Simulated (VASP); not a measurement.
Runs of VASP 6.6.1 on KI. The structure is that of space group Fm-3m (No. 225), or close to it. The cells are those of the table. 

```tsv
task	cell	cutoff (eV)	gap on the mesh (eV)	pressure (GPa)
single point	a = 4.964 Å, angles 60.0°, 2 atoms	520	(b)	0.4
single point	a = 5.015 Å, angles 60.0°, 2 atoms	520	4.58	0.0
single point	a = 5.113 Å, angles 60.0°, 2 atoms	520	4.44	(c)
relaxation of cell and atoms	relaxed from a = 4.996 Å, angles 60.0°, 2 atoms	600	4.58	0.0
single point	a = 5.064 Å, angles 60.0°, 2 atoms	520	4.51	(a)
single point	a = 4.912 Å, angles 60.0°, 2 atoms	520	4.74	0.9
```

Alike in all rows: level r2SCAN; potentials or basis VASP PAW PBE potentials, release 64 (K_sv, I); no spin polarisation; k mesh 6 × 6 × 6; smearing gaussian 0.02 eV.

Task: Estimate the missing entries.

Result: (a) -0.3; (b) 4.66; (c) -0.6.

Caveats: the PAW data sets were made with another functional, which shifts forces and pressure a little; spin-orbit coupling is left out, which moves the levels of the heavy elements.

A k mesh can miss the band edges, and the runs leave out spin-orbit coupling on I.
